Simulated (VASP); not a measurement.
# AlN (P6_3mc) in VASP: notebook

Runs on AlN. Level: LDA. Tasks: relaxation of the atoms.

Program: VASP 6.6.1. These are calculated values, not measurements. Logs are shortened: lines on timing, memory, paths and dates and some standing lists are left out, and cuts for length are marked.

## (1) The cell of the first run

The structure is hexagonal, space group P6_3mc (No. 186). Conventional cell: a = 3.089 Å, b = 3.089 Å, c = 5.537 Å, α = 90.00°, β = 90.00°, γ = 120.00°. Within 2.5 Å of Al (site symmetry 3m) lie 4 N at 1.90 to 2.11 Å. N (site symmetry 3m) has 4 Al at 1.90 to 2.11 Å within 2.5 Å.

## (2) Relaxation of the atoms, LDA

INCAR reads:

```
PREC = Accurate ; ENCUT = 520
EDIFF = 1E-6 ; ISMEAR = 0
SIGMA = 0.05 ; LREAL = F
LASPH = T ; NELM = 60
ALGO = Normal ; ISIF = 2
LWAVE = F ; LCHARG = F
GGA = CA ; IBRION = 2
NSW = 50 ; EDIFFG = -0.01
```

KPOINTS reads:

```
Automatic mesh
0
Gamma
  9 9 6
```

POSCAR reads:

```
AlN
1.0
    3.0886152983      0.0000000000      0.0000000000
   -1.5443076491      2.6748193108      0.0000000000
    0.0000000000      0.0000000000      5.5368000000
Al N
2 2
Direct
    0.3333333333      0.6666666667      0.0015210172
    0.6666666667      0.3333333333      0.5015210172
    0.3333333333      0.6666666667      0.3834789828
    0.6666666667      0.3333333333      0.8834789828
```

Potentials or basis: VASP PAW LDA potentials, release 64 (Al, N).

Started as:

```sh
$ cat potpaw_LDA.64/Al/POTCAR potpaw_LDA.64/N/POTCAR > POTCAR
$ mpirun -np 1 vasp_std > vasp.out
```

OUTCAR:

```text
PREC = Accurate
   ENCUT = 520
   EDIFF = 1E-6
   ISMEAR = 0
   LREAL = F
   LASPH = T
   NELM = 60
   ISIF = 2
   GGA = CA
   IBRION = 2
   NSW = 50
   EDIFFG = -0.01

 ion  position               nearest neighbor table
   1  0.333  0.667  0.002-   4 1.90   4 1.90   4 1.90   3 2.11   2 3.29   2 3.29   2 3.29   2 3.29
                             2 3.29   2 3.29
   2  0.667  0.333  0.502-   3 1.90   3 1.90   3 1.90   4 2.11   1 3.29   1 3.29   1 3.29   1 3.29
                             1 3.29   1 3.29
   3  0.333  0.667  0.383-   2 1.90   2 1.90   2 1.90   1 2.11
   4  0.667  0.333  0.883-   1 1.90   1 1.90   1 1.90   2 2.11

  LATTYP: Found a hexagonal cell.
 ALAT       =     3.0886152983
 C/A-ratio  =     1.7926479879

  Lattice vectors:

 A1 = (   3.0886152983,   0.0000000000,   0.0000000000)
 A2 = (  -1.5443076491,   2.6748193108,   0.0000000000)
 A3 = (   0.0000000000,   0.0000000000,   5.5368000000)

Analysis of symmetry for initial positions (statically):
=====================================================================
 Subroutine PRICEL returns:
 Original cell was already a primitive cell.

 Routine SETGRP: Setting up the symmetry group for a
 hexagonal supercell.

 Subroutine GETGRP returns: Found 12 space group operations
 (whereof  6 operations were pure point group operations)
 out of a pool of 24 trial point group operations.

The static configuration has the point symmetry C_3v.
 The point group associated with its full space group is C_6v.

Analysis of symmetry for dynamics (positions and initial velocities):
=====================================================================
 Subroutine PRICEL returns:
 Original cell was already a primitive cell.

 Routine SETGRP: Setting up the symmetry group for a
 hexagonal supercell.

 Subroutine GETGRP returns: Found 12 space group operations
 (whereof  6 operations were pure point group operations)
 out of a pool of 24 trial point group operations.

The dynamic configuration has the point symmetry C_3v.
 The point group associated with its full space group is C_6v.

 Subroutine INISYM returns: Found 12 space group operations
 (whereof  6 operations are pure point group operations),
 and found     1 'primitive' translations

----------------------------------------------------------------------------------------

                                     Primitive cell

  volume of cell :      45.7422

  direct lattice vectors                    reciprocal lattice vectors
     3.088615298  0.000000000  0.000000000     0.323769684  0.186928514  0.000000000
[... 114 lines left out ...]
   LORBIT       =      0    0 simple, 1 ext, 2 COOP (PROOUT), +10 PAW based schemes
   GGA     = CA    functional components
   LHFCALC =     F    Hartree Fock is set to
   AEXX    =    0.0000 exact exchange contribution
   IVDW    =     0    specifies the selected vdW correction
   LEPSILON=     F    determine dielectric tensor
   LRPA    =     F    only Hartree local field effects (RPA)
 conjugate gradient relaxation of ions
 non-spin polarized calculation
 Gauss-broadening in eV      SIGMA  =   0.05
  energy-cutoff  :      520.00
  volume of cell :       45.74
 maximum number of plane-waves:      1246
 NGX is ok and might be reduce to    24
   NGX = 11   NGY = 11   NGZ = 21

--------------------------------------- Ionic step        1  -------------------------------------------

 number of electron      16.0000000 magnetization

 Free energy of the ion-electron system (eV)
  ---------------------------------------------------
  ext. energy  EPLUGINS =         0.00000000
  ---------------------------------------------------
  free energy    TOTEN  =       -32.20907117 eV

  energy without entropy =      -32.20907117  energy(sigma->0) =      -32.20907117

------------------------ aborting loop because EDIFF is reached ----------------------------------------

  FORCE on cell =-STRESS in cart. coord.  units (eV):
  Direction    XX          YY          ZZ          XY          YZ          ZX
  --------------------------------------------------------------------------------------
  -------------------------------------------------------------------------------------
  Total       -1.4627598     -1.4627598    -10.3408810     -0.0000000      0.0000000     -0.0000000
  in kB      -51.2349716    -51.2349716   -362.2021445     -0.0000000      0.0000000     -0.0000000
  external PRESSURE =    -154.8906959 kB  Pullay stress =       0.0000000 kB
[... 63 lines left out ...]
--------------------------------------- Ionic step        3  -------------------------------------------

 number of electron      15.9999999 magnetization

 Free energy of the ion-electron system (eV)
  ---------------------------------------------------
  ext. energy  EPLUGINS =         0.00000000
  ---------------------------------------------------
  free energy    TOTEN  =       -32.22194535 eV

  energy without entropy =      -32.22194535  energy(sigma->0) =      -32.22194535

 E-fermi :   5.3084     XC(G=0): -10.8581

 val. band max:        5.0806761125   @ k =   0.0000   0.0000   0.0000
 cond. band min:       8.1040253807   @ k =   0.0000   0.0000   0.0000
 fundamental gap:      3.0233492682
 Fermi energy:         5.3083686159

 k-point     1 :       0.0000    0.0000    0.0000
  band No.  band energies     occupation
      1      -9.4566      2.00000
      2      -7.9258      2.00000
      3      -0.9232      2.00000
      4       4.5355      2.00000
      5       4.7021      2.00000
      6       4.7021      2.00000
      7       5.0807      2.00000
      8       5.0807      2.00000
      9       8.1040      0.00000
     10      11.8775      0.00000
     11      14.1210      0.00000
     12      15.4886      0.00000
[... 331 lines left out ...]
 k-point    24 :       0.3333    0.3333    0.1667
  band No.  band energies     occupation
      1      -7.0517      2.00000
      2      -7.0517      2.00000
      3       0.8060      2.00000
      4       1.1053      2.00000
      5       1.1053      2.00000
      6       2.2526      2.00000
      7       3.1566      2.00000
      8       3.1566      2.00000
      9       9.7089      0.00000
     10      12.7747      0.00000
     11      12.9879      0.00000
     12      12.9879      0.00000

 [... further k-points ...]

------------------------ aborting loop because EDIFF is reached ----------------------------------------

  FORCE on cell =-STRESS in cart. coord.  units (eV):
  Direction    XX          YY          ZZ          XY          YZ          ZX
  --------------------------------------------------------------------------------------
  -------------------------------------------------------------------------------------
  Total       -1.7974015     -1.7974015    -10.7778523     -0.0000000     -0.0000000      0.0000000
  in kB      -62.9562094    -62.9562094   -377.5076069     -0.0000000     -0.0000000      0.0000000
  external PRESSURE =    -167.8066753 kB  Pullay stress =       0.0000000 kB
[... 19 lines left out ...]
  FREE ENERGIE OF THE ION-ELECTRON SYSTEM (eV)
  ---------------------------------------------------
  free  energy   TOTEN  =       -32.2219453514 eV

  energy  without entropy=      -32.2219453514  energy(sigma->0) =      -32.22194535

 reached required accuracy - stopping structural energy minimisation
```

CONTCAR:

```text
AlN
   1.00000000000000
     3.0886152983000001    0.0000000000000000    0.0000000000000000
    -1.5443076491000001    2.6748193107999998    0.0000000000000000
     0.0000000000000000    0.0000000000000000    5.5368000000000004
  Al              N
     2     2
Direct
     0.3333333332999970    0.6666666667000030    0.0054652034431904
     0.6666666667000030    0.3333333332999970    0.5054652034431905
     0.3333333332999970    0.6666666667000030    0.3795347965568076
     0.6666666667000030    0.3333333332999970    0.8795347965568076

  0.00000000E+00  0.00000000E+00  0.00000000E+00
  0.00000000E+00  0.00000000E+00  0.00000000E+00
  0.00000000E+00  0.00000000E+00  0.00000000E+00
  0.00000000E+00  0.00000000E+00  0.00000000E+00
```

Run time: 41 s. Hardware: 1 thread of AMD EPYC 9R14 (Zen 4), shared host; peak memory 0.12 GiB.

Results:

| Item | Value |
| --- | --- |
| Free energy | -32.2219 eV |
| Energy gained by relaxing | 3.2 meV/atom |
| Ionic steps | 3 |
| Pressure after relaxing | -16.8 GPa |
| Band gap on the k mesh | 3.02 eV |

Forces on the atoms (eV/Å):
```
Al   0.000  0.000  0.003
Al   0.000  0.000  0.003
N    0.000  0.000 -0.003
N    0.000  0.000 -0.003
```

Stress tensor (GPa, compression positive):
```
 -6.30   0.00   0.00
  0.00  -6.30   0.00
  0.00   0.00 -37.75
```

The path:
| step | energy change (eV) | largest force (eV/Å) | pressure (GPa) |
| --- | --- | --- | --- |
| 1 | 0.0000 | 0.2830 | -15.49 |
| 2 | -0.0109 | 0.1135 | -16.32 |
| 3 | -0.0129 | 0.0027 | -16.78 |

Final structure:
```cif
data_structure
_symmetry_space_group_name_H-M 'P 1'
_symmetry_Int_Tables_number 1
_cell_length_a 3.0886
_cell_length_b 3.0886
_cell_length_c 5.5368
_cell_angle_alpha 90.000
_cell_angle_beta 90.000
_cell_angle_gamma 120.000
_cell_volume 45.74
loop_
_atom_site_label
_atom_site_type_symbol
_atom_site_fract_x
_atom_site_fract_y
_atom_site_fract_z
_atom_site_occupancy
Al1 Al 0.33333 0.66667 0.00547 1
Al2 Al 0.66667 0.33333 0.50547 1
N1 N 0.33333 0.66667 0.37953 1
N2 N 0.66667 0.33333 0.87953 1
```

Levels at points of the mesh, in eV from the valence-band top:
| k point | band 6 | band 7 | band 8 | band 9 | band 10 | band 11 |
| --- | --- | --- | --- | --- | --- | --- |
| (0.00, 0.00, 0.00) | -0.38 | 0.00 | 0.00 | 3.02 | 6.80 | 9.04 |
| (0.00, 0.00, 0.50) | -0.19 | -0.19 | -0.19 | 5.82 | 5.82 | 9.01 |

## (3) Relaxation of the atoms, LDA

This run uses another cell than the first one, of 11.47 Å³/atom.

INCAR reads:

```
SYSTEM = AlN
PREC = Accurate
ENCUT = 520
EDIFF = 1E-6
ISMEAR = 0
SIGMA = 0.05
LREAL = .False.
LASPH = .True.
NELM = 80
ALGO = Normal
ISIF = 2
LWAVE = .False.
LCHARG = .False.
IBRION = 2
NSW = 50
EDIFFG = -0.01
```

KPOINTS reads:

```
regular mesh
0
Gamma
  9 9 6
  0 0 0
```

POSCAR reads:

```
AlN
1.0
    3.1504000000      0.0000000000      0.0000000000
   -1.5752000000      2.7283264321      0.0000000000
    0.0000000000      0.0000000000      5.3391000000
Al N
2 2
Direct
    0.3333333333      0.6666666667      0.0015210172
    0.6666666667      0.3333333333      0.5015210172
    0.3333333333      0.6666666667      0.3834789828
    0.6666666667      0.3333333333      0.8834789828
```

Potentials or basis: VASP PAW LDA potentials, release 64 (Al, N).

Started as:

```sh
$ cat potpaw_LDA.64/Al/POTCAR potpaw_LDA.64/N/POTCAR > POTCAR
$ mpirun -np 1 vasp_std > vasp.out
```

Wall time 39 s (1 thread of AMD EPYC 9R14 (Zen 4), shared host); peak memory 0.12 GiB.

It converged, with:

```yaml
Free_energy: -32.4509 eV
Energy_gained_by_relaxing: 2.2 meV/atom
Ionic_steps: 3
Pressure_after_relaxing: -18.7 GPa
Largest_force_after_relaxing: 0.004 eV/Å
Band_gap_on_the_k_mesh: 3.39 eV
```

Forces on the atoms (eV/Å):
```
Al   0.000  0.000  0.004
Al   0.000  0.000  0.004
N    0.000  0.000 -0.004
N    0.000  0.000 -0.004
```

Stress tensor (GPa, compression positive):
```
-13.85   0.00   0.00
  0.00 -13.85   0.00
  0.00   0.00 -28.30
```

Step by step:
```
step  energy change (eV)  largest force (eV/Å)  pressure (GPa)
   1              0.0000                0.2595          -18.23
   2             -0.0084                0.0688          -18.58
   3             -0.0090                0.0041          -18.67
```

Final structure:
```yaml
crystal:
  lattice:
    - [3.15040, 0.00000, 0.00000]
    - [-1.57520, 2.72833, 0.00000]
    - [0.00000, 0.00000, 5.33910]
  atoms:
    - { symbol: Al, position: [0.33333, 0.66667, 0.00462] }
    - { symbol: Al, position: [0.66667, 0.33333, 0.50462] }
    - { symbol: N, position: [0.33333, 0.66667, 0.38038] }
    - { symbol: N, position: [0.66667, 0.33333, 0.88038] }
```

Levels at points of the mesh, in eV from the valence-band top:
| k point | band 5 | band 6 | band 7 | band 8 | band 9 | band 10 | band 11 | band 12 |
| --- | --- | --- | --- | --- | --- | --- | --- | --- |
| (0.00, 0.00, 0.00) | -0.49 | -0.19 | 0.00 | 0.00 | 3.39 | 6.35 | 9.46 | 10.87 |
| (0.00, 0.00, 0.50) | -0.25 | -0.25 | -0.25 | -0.25 | 5.85 | 5.85 | 9.25 | 9.25 |

## (4) Relaxation of the atoms, LDA

This run uses another cell than the first one, of 11.05 Å³/atom.

INCAR reads:

```
SYSTEM = AlN
  ALGO = Normal
  EDIFF = 1E-6
  EDIFFG = -0.01
  ENCUT = 520
  IBRION = 2
  ISIF = 2
  ISMEAR = 0
  LASPH = .True.
  LCHARG = .False.
  LREAL = .False.
  LWAVE = .False.
  NELM = 60
  NSW = 50
  PREC = Accurate
  SIGMA = 0.05
```

KPOINTS reads:

```
k-points
0
Gamma
  9 9 6
  0 0 0
```

Edit POSCAR of step 3 so:

```diff
@@ -4,3 +4,3 @@
    -1.5752000000      2.7283264321      0.0000000000
-    0.0000000000      0.0000000000      5.3391000000
+    0.0000000000      0.0000000000      5.1413000000
 Al N
```

Started as:

```sh
$ cat potpaw_LDA.64/Al/POTCAR potpaw_LDA.64/N/POTCAR > POTCAR
$ mpirun -np 1 vasp_std > vasp.out
```

Run time: 41 s. Hardware: 1 thread of Intel Xeon 8259CL, shared host; peak memory 0.15 GiB.

The run converged. Its results:

```yaml
Free_energy: -32.6894 eV
Energy_gained_by_relaxing: 0.7 meV/atom
Ionic_steps: 2
Pressure_after_relaxing: -13.7 GPa
Largest_force_after_relaxing: 0.006 eV/Å
Band_gap_on_the_k_mesh: 3.82 eV
```

Forces in eV/Å, atoms in the order of the input:
```
Al   0.000  0.000  0.006
Al   0.000  0.000  0.006
N    0.000  0.000 -0.006
N    0.000  0.000 -0.006
```

Stress tensor (GPa, compression positive):
```
-12.26   0.00   0.00
  0.00 -12.26   0.00
  0.00   0.00 -16.53
```

Step by step:
| step | energy change (eV) | largest force (eV/Å) | pressure (GPa) |
| --- | --- | --- | --- |
| 1 | 0.0000 | 0.1688 | -13.66 |
| 2 | -0.0029 | 0.0060 | -13.68 |

Final structure:
```
Al N
1.0
     3.15040    0.00000    0.00000
    -1.57520    2.72833    0.00000
     0.00000    0.00000    5.14130
Al N
2 2
Direct
  0.33333 0.66667 0.00311
  0.66667 0.33333 0.50311
  0.33333 0.66667 0.38189
  0.66667 0.33333 0.88189
```

Levels at points of the mesh, in eV from the valence-band top:
| k point | band 5 | band 6 | band 7 | band 8 | band 9 | band 10 | band 11 | band 12 |
| --- | --- | --- | --- | --- | --- | --- | --- | --- |
| (0.00, 0.00, 0.00) | -0.65 | -0.06 | -0.06 | 0.00 | 3.82 | 6.34 | 10.01 | 10.82 |
| (0.00, 0.00, 0.50) | -0.36 | -0.36 | -0.36 | -0.36 | 6.09 | 6.09 | 9.71 | 9.71 |

## (5) Relaxation of the atoms, LDA

This run uses another cell than the first one, of 11.21 Å³/atom.

INCAR reads:

```
SYSTEM = AlN
PREC     = Accurate       ! precision mode
ENCUT    = 520            ! plane-wave cutoff, eV
EDIFF    = 1E-7           ! SCF threshold, eV
ISMEAR   = 0              ! smearing method
SIGMA    = 0.05           ! smearing width, eV
LREAL    = .False.        ! projectors in reciprocal space
LASPH    = .True.         ! aspherical terms in the spheres
NELM     = 100            ! most SCF steps
ALGO     = Normal         ! electronic algorithm
ISIF     = 2              ! what is computed and relaxed
LWAVE    = .False.        ! write WAVECAR
LCHARG   = .False.        ! write CHGCAR
IBRION   = 2              ! ionic algorithm
NSW      = 50             ! ionic steps
EDIFFG   = -0.01          ! ionic threshold
```

KPOINTS reads:

```
regular mesh
0
Gamma
  9 9 6
  0 0 0
```

POSCAR reads:

```
AlN
1.0
    3.0577000000      0.0000000000      0.0000000000
   -1.5288500000      2.6480458772      0.0000000000
    0.0000000000      0.0000000000      5.5368000000
Al N
2 2
Direct
    0.3333333333      0.6666666667      0.0015210172
    0.6666666667      0.3333333333      0.5015210172
    0.3333333333      0.6666666667      0.3834789828
    0.6666666667      0.3333333333      0.8834789828
```

Started as:

```sh
$ cat potpaw_LDA.64/Al/POTCAR potpaw_LDA.64/N/POTCAR > POTCAR
$ mpirun -np 1 vasp_std > vasp.out
```

Run time: 66 s. Hardware: 1 thread of Intel Xeon 8259CL, shared host; peak memory 0.15 GiB.

Results (log left out):

```
Free energy               : -32.2443 eV
Energy gained by relaxing : 5.3 meV/atom
Ionic steps               : 3
Pressure after relaxing   : -13.8 GPa
Band gap on the k mesh    : 3.06 eV
```

Stress tensor (GPa, compression positive):
```
 -1.66   0.00   0.00
  0.00  -1.66   0.00
  0.00   0.00 -38.11
```

Step by step:
```csv
step,energy change (eV),largest force (eV/Å),pressure (GPa)
1,0.0000,0.3726,-11.95
2,-0.0186,0.1387,-13.21
3,-0.0212,0.0015,-13.81
```

Final structure:
```cif
data_structure
_symmetry_space_group_name_H-M 'P 1'
_symmetry_Int_Tables_number 1
_cell_length_a 3.0577
_cell_length_b 3.0577
_cell_length_c 5.5368
_cell_angle_alpha 90.000
_cell_angle_beta 90.000
_cell_angle_gamma 120.000
_cell_volume 44.83
loop_
_atom_site_label
_atom_site_type_symbol
_atom_site_fract_x
_atom_site_fract_y
_atom_site_fract_z
_atom_site_occupancy
Al1 Al 0.33333 0.66667 0.00649 1
Al2 Al 0.66667 0.33333 0.50649 1
N1 N 0.33333 0.66667 0.37851 1
N2 N 0.66667 0.33333 0.87851 1
```

Levels at points of the mesh, in eV from the valence-band top:
```
           k point  band 6  band 7  band 8  band 9  band 10  band 11
(0.00, 0.00, 0.00)   -0.36    0.00    0.00    3.06     7.03     9.06
(0.00, 0.00, 0.50)   -0.19   -0.19   -0.19    5.93     5.93     9.10
```

## (6) Relaxation of the atoms, LDA

This run uses another cell than the first one, of 11.27 Å³/atom.

INCAR reads:

```
SYSTEM = AlN
PREC = Accurate ; ENCUT = 520
EDIFF = 1E-7 ; ISMEAR = 0
SIGMA = 0.05 ; LREAL = .False.
LASPH = .True. ; NELM = 60
ALGO = Normal ; ISIF = 2
LWAVE = .False. ; LCHARG = .False.
IBRION = 2 ; NSW = 50
EDIFFG = -0.01
```

KPOINTS is that of step 5.

POSCAR reads:

```
AlN
1.0
    3.1813000000      0.0000000000      0.0000000000
   -1.5906500000      2.7550866171      0.0000000000
    0.0000000000      0.0000000000      5.1413000000
Al N
2 2
Direct
    0.3333333333      0.6666666667      0.0015210172
    0.6666666667      0.3333333333      0.5015210172
    0.3333333333      0.6666666667      0.3834789828
    0.6666666667      0.3333333333      0.8834789828
```

Potentials or basis: VASP PAW LDA potentials, release 64 (Al, N).

Started as:

```sh
$ cat potpaw_LDA.64/Al/POTCAR potpaw_LDA.64/N/POTCAR > POTCAR
$ mpirun -np 1 vasp_std > vasp.out
```

It took 37 s on 1 thread of Intel Xeon 8259CL, shared host; peak memory 0.15 GiB.

Results (log left out):

| Property | Result |
| --- | --- |
| Free energy | -32.6121 eV |
| Energy gained by relaxing | 0.3 meV/atom |
| Ionic steps | 2 |
| Pressure after relaxing | -16.7 GPa |
| Largest force after relaxing | 0.006 eV/Å |
| Band gap on the k mesh | 3.62 eV |

Forces in eV/Å, atoms in the order of the input:
```
Al   0.000  0.000  0.006
Al   0.000  0.000  0.006
N    0.000  0.000 -0.006
N    0.000  0.000 -0.006
```

Stress tensor (GPa, compression positive):
```
-16.27   0.00   0.00
  0.00 -16.27   0.00
  0.00   0.00 -17.49
```

Step by step:
| step | energy change (eV) | largest force (eV/Å) | pressure (GPa) |
| --- | --- | --- | --- |
| 1 | 0.0000 | 0.0991 | -16.67 |
| 2 | -0.0010 | 0.0064 | -16.68 |

Final structure:
```
CELL_PARAMETERS angstrom
3.18130 0.00000 0.00000
-1.59065 2.75509 0.00000
0.00000 0.00000 5.14130
ATOMIC_POSITIONS crystal
Al 0.33333 0.66667 0.00245
Al 0.66667 0.33333 0.50245
N 0.33333 0.66667 0.38255
N 0.66667 0.33333 0.88255
```

Levels at points of the mesh, in eV from the valence-band top:
```csv
k point,band 6,band 7,band 8,band 9,band 10,band 11
"(0.00, 0.00, 0.00)",-0.13,-0.13,0.00,3.62,6.03,9.87
"(0.00, 0.00, 0.50)",-0.44,-0.44,-0.44,5.85,5.85,9.55
```

## (7) Summary

```csv
cell,gap on the mesh (eV),pressure (GPa),largest force (eV/Å)
"atoms relaxed from a = 3.089, b = 3.089, c = 5.537 Å, angles 90.0, 90.0, 120.0°, 4 atoms",3.02,-16.8,-
"atoms relaxed from a = 3.150, b = 3.150, c = 5.339 Å, angles 90.0, 90.0, 120.0°, 4 atoms",3.39,-18.7,-
"atoms relaxed from a = 3.150, b = 3.150, c = 5.141 Å, angles 90.0, 90.0, 120.0°, 4 atoms",3.82,-13.7,0.01
"atoms relaxed from a = 3.058, b = 3.058, c = 5.537 Å, angles 90.0, 90.0, 120.0°, 4 atoms",3.06,-13.8,-
"atoms relaxed from a = 3.181, b = 3.181, c = 5.141 Å, angles 90.0, 90.0, 120.0°, 4 atoms",3.62,-16.7,0.01
```

Alike in all rows: task relaxation of the atoms; level LDA; potentials or basis VASP PAW LDA potentials, release 64 (Al, N); no spin polarisation; k mesh 9 × 9 × 6; cutoff (eV) 520; smearing gaussian 0.05 eV.

Total energies depend on the potentials used, so only differences within one code and one set of settings carry meaning.
